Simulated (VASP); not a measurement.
# RbBr (P4/mmm) in VASP: a series of runs

RbBr is run at these levels: r2SCAN; tasks: single point.

Program: VASP 6.6.1. These are calculated values, not measurements. Logs are shortened: lines on timing, memory, paths and dates and some standing lists are left out, and cuts for length are marked.

### Step 1. The cell of the first run

The structure is tetragonal, space group P4/mmm (No. 123). Conventional cell: a = 4.110 Å, b = 4.110 Å, c = 4.250 Å, α = 90.00°, β = 90.00°, γ = 90.00°. Rb (site symmetry 4/mmm) has 8 Br at 3.60 Å and 6 Rb at 4.11 to 4.25 Å within 4.7 Å. Within 4.7 Å of Br (site symmetry 4/mmm) lie 8 Rb at 3.60 Å and 6 Br at 4.11 to 4.25 Å.

### Step 2. Single point, r2SCAN (uniaxial strain along a: +3.0 %, then relaxed in part)

File POSCAR:

```
RbBr
1.0
    4.2498596190      0.0000000000      0.0000000000
    0.0000000000      4.1100148717      0.0000000000
    0.0000000000      0.0000000000      4.1100148717
Rb Br
1 1
Direct
    0.0000000000      0.0000000000      0.0000000000
    0.5000000000      0.5000000000      0.5000000000
```

File INCAR.step1:

```
PREC = Accurate
ENCUT = 520
ISMEAR = 0
SIGMA = 0.02
LREAL = F
LASPH = T
NELM = 60
NBANDS = 15
GGA = PE
ALGO = Normal
EDIFF = 1E-4
LWAVE = T
LCHARG = F
```

File INCAR.step2:

```
PREC = Accurate
ENCUT = 520
EDIFF = 1E-6
ISMEAR = 0
SIGMA = 0.02
LREAL = F
LASPH = T
NELM = 60
ALGO = Normal
ISIF = 2
LWAVE = F
LCHARG = F
METAGGA = R2SCAN
LMIXTAU = T
NBANDS = 15
ISTART = 1
```

File KPOINTS:

```
Automatic mesh
0
Gamma
  6 6 6
```

Potentials or basis: VASP PAW PBE potentials, release 64 (Rb_sv, Br).

Started as:

```
> cat potpaw_PBE.64/Rb_sv/POTCAR potpaw_PBE.64/Br/POTCAR > POTCAR
> cp INCAR.step1 INCAR
> mpirun -np 1 vasp_std > vasp.out
> cp INCAR.step2 INCAR
> mpirun -np 1 vasp_std > vasp.out
```

OUTCAR:

```text
PREC = Accurate
   ENCUT = 520
   EDIFF = 1E-6
   ISMEAR = 0
   LREAL = F
   LASPH = T
   NELM = 60
   ISIF = 2
   METAGGA = R2SCAN
   ISTART = 1

 ion  position               nearest neighbor table
   1  0.000  0.000  0.000-   2 3.60   2 3.60   2 3.60   2 3.60   2 3.60   2 3.60   2 3.60   2 3.60

   2  0.500  0.500  0.500-   1 3.60   1 3.60   1 3.60   1 3.60   1 3.60   1 3.60   1 3.60   1 3.60

  LATTYP: Found a simple tetragonal cell.
 ALAT       =     4.1100148717
 C/A-ratio  =     1.0340253628

  Lattice vectors:

 A1 = (   0.0000000000,   4.1100148717,   0.0000000000)
 A2 = (   0.0000000000,   0.0000000000,   4.1100148717)
 A3 = (   4.2498596190,   0.0000000000,   0.0000000000)

Analysis of symmetry for initial positions (statically):
=====================================================================
 Subroutine PRICEL returns:
 Original cell was already a primitive cell.

 Routine SETGRP: Setting up the symmetry group for a
 simple tetragonal supercell.

 Subroutine GETGRP returns: Found 16 space group operations
 (whereof 16 operations were pure point group operations)
 out of a pool of 16 trial point group operations.

The static configuration has the point symmetry D_4h.

Analysis of symmetry for dynamics (positions and initial velocities):
=====================================================================
 Subroutine PRICEL returns:
 Original cell was already a primitive cell.

 Routine SETGRP: Setting up the symmetry group for a
 simple tetragonal supercell.

 Subroutine GETGRP returns: Found 16 space group operations
 (whereof 16 operations were pure point group operations)
 out of a pool of 16 trial point group operations.

The dynamic configuration has the point symmetry D_4h.

 Subroutine INISYM returns: Found 16 space group operations
 (whereof 16 operations are pure point group operations),
 and found     1 'primitive' translations

----------------------------------------------------------------------------------------

                                     Primitive cell

  volume of cell :      71.7896

  direct lattice vectors                    reciprocal lattice vectors
     4.249859619  0.000000000  0.000000000     0.235301890  0.000000000  0.000000000
     0.000000000  4.110014872  0.000000000     0.000000000  0.243308122  0.000000000
     0.000000000  0.000000000  4.110014872     0.000000000  0.000000000  0.243308122

  length of vectors
     4.249859619  4.110014872  4.110014872     0.235301890  0.243308122  0.243308122

  position of ions in fractional coordinates (direct lattice)
     0.000000000  0.000000000  0.000000000
     0.500000000  0.500000000  0.500000000

  ion indices of the primitive-cell ions
   primitive index   ion index
                 1           1
                 2           2

----------------------------------------------------------------------------------------

 KPOINTS: Automatic mesh

Automatic generation of k-mesh.
 Grid dimensions read from file:
 generate k-points for:    6    6    6

 Generating k-lattice:

  Cartesian coordinates                     Fractional coordinates (reciprocal lattice)
     0.039216982  0.000000000  0.000000000     0.166666667  0.000000000  0.000000000
     0.000000000  0.040551354  0.000000000     0.000000000  0.166666667  0.000000000
     0.000000000  0.000000000  0.040551354     0.000000000  0.000000000  0.166666667

  Length of vectors
     0.039216982  0.040551354  0.040551354

  Shift w.r.t. Gamma in fractional coordinates (k-lattice)
     0.000000000  0.000000000  0.000000000

 Subroutine IBZKPT returns following result:
 ===========================================

 Found     40 irreducible k-points:

 Following reciprocal coordinates:
            Coordinates               Weight
  0.000000  0.000000  0.000000      1.000000
  0.166667  0.000000  0.000000      2.000000
  0.333333  0.000000  0.000000      2.000000
  0.500000  0.000000  0.000000      1.000000
  0.000000  0.166667  0.000000      4.000000
  0.166667  0.166667  0.000000      8.000000
[... 16 lines left out ...]
  0.333333  0.333333  0.166667     16.000000
  0.500000  0.333333  0.166667      8.000000
 [... further k-points ...]
   k-points           NKPTS =     40   k-points in BZ     NKDIM =     40   number of bands    NBANDS=     15
   number of dos      NEDOS =    301   number of ions     NIONS =      2
   total plane-waves  NPLWV =  32768
   dimension x,y,z NGX =    32 NGY =   32 NGZ =   32
   dimension x,y,z NGXF=    64 NGYF=   64 NGZF=   64
   ions per type =               1   1
   NGX,Y,Z   is equivalent  to a cutoff of  12.52, 12.94, 12.94 a.u.
   NGXF,Y,Z  is equivalent  to a cutoff of  25.04, 25.89, 25.89 a.u.
 SYSTEM =  unknown system
   PREC   = accura    normal or accurate (medium, high low for compatibility)
   ISTART =      1    job   : 0-new  1-cont  2-samecut
   ICHARG =      0    charge: 1-file 2-atom 10-const
   ISPIN  =      1    spin polarized calculation?
   LNONCOLLINEAR =      F non collinear calculations
   LSORBIT =      F    spin-orbit coupling
   LASPH  =      T    aspherical Exc in radial PAW
   ENCUT  =  520.0 eV  38.22 Ry    6.18 a.u.   7.90  7.64  7.64*2*pi/ulx,y,z
   NELM   =     60;   NELMIN=  2; NELMDL=  0     # of ELM steps
   EDIFF  = 0.1E-05   stopping-criterion for ELM
   LREAL  =      F    real-space projection
   EDIFFG = 0.1E-04   stopping-criterion for IOM
   NSW    =      0    number of steps for IOM
   IBRION =     -1    ionic relax: 0-MD 1-quasi-New 2-CG
   NFREE  =      0    steps in history (QN), initial steepest desc. (CG)
   ISIF   =      2    stress and relaxation
   ISYM   =      2    0-nonsym 1-usesym 2-fastsym
   POTIM  = 0.5000    time-step for ionic-motion
   TEBEG  =    0.0;   TEEND  =   0.0 temperature during run
   PSTRESS=    0.0 pullay stress
   NELECT =      16.0000    total number of electrons
   NUPDOWN=      -1.0000    fix difference up-down
   EMIN   =  10.00;   EMAX   =-10.00  energy-range for DOS
   EFERMI =   0.00;   METHOD = LEGACY
   ISMEAR =     0;   SIGMA  =   0.02  broadening in eV -4-tet -1-fermi 0-gaus
   EFERMI_NEDOS =   21; number of points for ismear=-14 and -15
   IALGO  =     38    algorithm
   IMIX   =      4    mixing-type and parameters
     AMIX     =   0.40;   BMIX     =  1.00
     AMIX_MAG =   1.60;   BMIX_MAG =  1.00
  volume/ion in A,a.u.               =      35.89       242.23
  Fermi-wavevector in a.u.,A,eV,Ry     =   0.992570  1.875685 13.404388  0.985195
  Thomas-Fermi vector in A             =   2.124391
   LORBIT       =      0    0 simple, 1 ext, 2 COOP (PROOUT), +10 PAW based schemes
   METAGGA = R2SCAN    functional components
   LHFCALC =     F    Hartree Fock is set to
   AEXX    =    0.0000 exact exchange contribution
   IVDW    =     0    specifies the selected vdW correction
   LEPSILON=     F    determine dielectric tensor
   LRPA    =     F    only Hartree local field effects (RPA)
 non-spin polarized calculation
 Gauss-broadening in eV      SIGMA  =   0.02
  energy-cutoff  :      520.00
  volume of cell :       71.79
 maximum number of plane-waves:      1956
 NGX is ok and might be reduce to    32
   NGX = 15   NGY = 15   NGZ = 15

 number of electron      16.0000000 magnetization

 Free energy of the ion-electron system (eV)
  ---------------------------------------------------
  ext. energy  EPLUGINS =         0.00000000
  ---------------------------------------------------
  free energy    TOTEN  =       -31.10411226 eV

  energy without entropy =      -31.10411226  energy(sigma->0) =      -31.10411226

 E-fermi :  -0.9504     XC(G=0):  -8.2272

 val. band max:       -1.0983127907   @ k =   0.5000   0.5000   0.0000
 cond. band min:       3.5865356119   @ k =   0.0000   0.0000   0.0000
 fundamental gap:      4.6848484027
 Fermi energy:        -0.9504422252

 k-point     1 :       0.0000    0.0000    0.0000
  band No.  band energies     occupation
      1     -27.0787      2.00000
      2     -14.1709      2.00000
      3     -10.5315      2.00000
      4     -10.5114      2.00000
      5     -10.5114      2.00000
      6      -1.4121      2.00000
      7      -1.2459      2.00000
      8      -1.2459      2.00000
      9       3.5865      0.00000
     10       4.9316      0.00000
     11       5.0543      0.00000
     12       9.4234      0.00000
     13       9.4234      0.00000
     14       9.6968      0.00000
     15      11.9429      0.00000

 k-point     2 :       0.1667    0.0000    0.0000
  band No.  band energies     occupation
      1     -27.0750      2.00000
      2     -14.1728      2.00000
      3     -10.5495      2.00000
      4     -10.5024      2.00000
      5     -10.5024      2.00000
      6      -1.8355      2.00000
      7      -1.2637      2.00000
      8      -1.2637      2.00000
      9       4.2210      0.00000
     10       5.2511      0.00000
     11       5.4587      0.00000
     12       9.3608      0.00000
     13       9.3608      0.00000
     14       9.8390      0.00000
     15      10.7572      0.00000

 k-point     3 :       0.3333    0.0000    0.0000
  band No.  band energies     occupation
      1     -27.0676      2.00000
      2     -14.1778      2.00000
      3     -10.5801      2.00000
      4     -10.4844      2.00000
      5     -10.4844      2.00000
      6      -2.5072      2.00000
      7      -1.3004      2.00000
      8      -1.3004      2.00000
      9       5.5261      0.00000
     10       5.7887      0.00000
     11       6.5892      0.00000
     12       9.1088      0.00000
     13       9.3995      0.00000
     14       9.3995      0.00000
     15      10.1856      0.00000
[... 343 lines left out ...]
 k-point    23 :       0.3333    0.3333    0.1667
  band No.  band energies     occupation
      1     -27.0476      2.00000
      2     -14.0365      2.00000
      3     -10.7230      2.00000
      4     -10.6443      2.00000
      5     -10.5399      2.00000
      6      -2.2004      2.00000
      7      -2.0649      2.00000
      8      -1.5357      2.00000
      9       5.8450      0.00000
     10       6.7396      0.00000
     11       7.5674      0.00000
     12       7.6277      0.00000
     13       8.4260      0.00000
     14       8.8222      0.00000
     15      11.2602      0.00000

 k-point    24 :       0.5000    0.3333    0.1667
  band No.  band energies     occupation
      1     -27.0442      2.00000
      2     -14.0079      2.00000
      3     -10.7324      2.00000
      4     -10.7102      2.00000
      5     -10.5339      2.00000
      6      -2.3206      2.00000
      7      -2.0747      2.00000
      8      -1.5095      2.00000
      9       5.6186      0.00000
     10       6.6962      0.00000
     11       7.3945      0.00000
     12       7.9425      0.00000
     13       8.8842      0.00000
     14       9.4065      0.00000
     15      11.0027      0.00000

 [... further k-points ...]
[... 5 lines left out ...]
  --------------------------------------------------------------------------------------
  -------------------------------------------------------------------------------------
  Total       -0.4382162      0.0107127      0.0107127     -0.0000000      0.0000000      0.0000000
  in kB       -9.7799726      0.2390836      0.2390836     -0.0000000      0.0000000      0.0000000
  external PRESSURE =      -3.1006018 kB  Pullay stress =       0.0000000 kB

 VOLUME and BASIS-vectors are now :
 -----------------------------------------------------------------------------
  energy-cutoff  :      520.00
  volume of cell :       71.79
      direct lattice vectors                 reciprocal lattice vectors
     4.249859619  0.000000000  0.000000000     0.235301890  0.000000000  0.000000000
     0.000000000  4.110014872  0.000000000     0.000000000  0.243308122  0.000000000
     0.000000000  0.000000000  4.110014872     0.000000000  0.000000000  0.243308122

 POSITION                                       TOTAL-FORCE (eV/Angst)
 -----------------------------------------------------------------------------------
      0.00000      0.00000      0.00000         0.000000      0.000000      0.000000
      2.12493      2.05501      2.05501         0.000000      0.000000      0.000000
 -----------------------------------------------------------------------------------
    total drift:                                0.000000      0.000000     -0.000000

  FREE ENERGIE OF THE ION-ELECTRON SYSTEM (eV)
  ---------------------------------------------------
  free  energy   TOTEN  =       -31.1041122598 eV

  energy  without entropy=      -31.1041122598  energy(sigma->0) =      -31.10411226
```

It took 91 s on 1 thread of AMD EPYC 7R13 (Zen 3), shared host; peak memory 0.18 GiB.

What came out:

| Item | Value |
| --- | --- |
| Free energy | -31.1041 eV |
| Pressure | -0.3 GPa |
| Band gap on the k mesh | 4.68 eV, indirect (least direct gap 4.83 eV) |

Caveat: the cell differs from its parent crystal (uniaxial strain along a: +3.0 %, then relaxed in part); the PAW data sets were made with another functional, which shifts forces and pressure a little. A k mesh can miss the band edges.

(Part 1 of 2 ends here.)
